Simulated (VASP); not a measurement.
A run of VASP 6.6.1 is set up as follows.

The input INCAR:

```
SYSTEM = K
PREC     = Accurate       ! precision mode
ENCUT    = 520            ! plane-wave cutoff, eV
EDIFF    = 1E-6           ! SCF threshold, eV
ISMEAR   = -1             ! smearing method
SIGMA    = 0.1            ! smearing width, eV
LREAL    = .FALSE.        ! projectors in reciprocal space
LASPH    = .TRUE.         ! aspherical terms in the spheres
NELM     = 80             ! most SCF steps
ALGO     = Normal         ! electronic algorithm
ISIF     = 2              ! what is computed and relaxed
LWAVE    = .FALSE.        ! write WAVECAR
LCHARG   = .FALSE.        ! write CHGCAR
GGA      = PE             ! functional
NBANDS   = 10             ! bands
```

KPOINTS

```
Automatic mesh
0
G
  6 6 6
  0 0 0
```

Contents of POSCAR:

```
K
1.0
    0.0000000000      3.1464700000      3.1464700000
    3.1464700000      0.0000000000      3.1464700000
    3.1464700000      3.1464700000      0.0000000000
K
1
Direct
    0.0000000000      0.0000000000      0.0000000000
```

Potentials or basis: VASP PAW PBE potentials, release 64 (K_sv).

The run is started by

```bash
$ cat potpaw_PBE.64/K_sv/POTCAR > POTCAR
$ mpirun -np 1 vasp_std > vasp.out
```

**Question.** Predict the pressure.

**Answer.** 0.9 GPa.
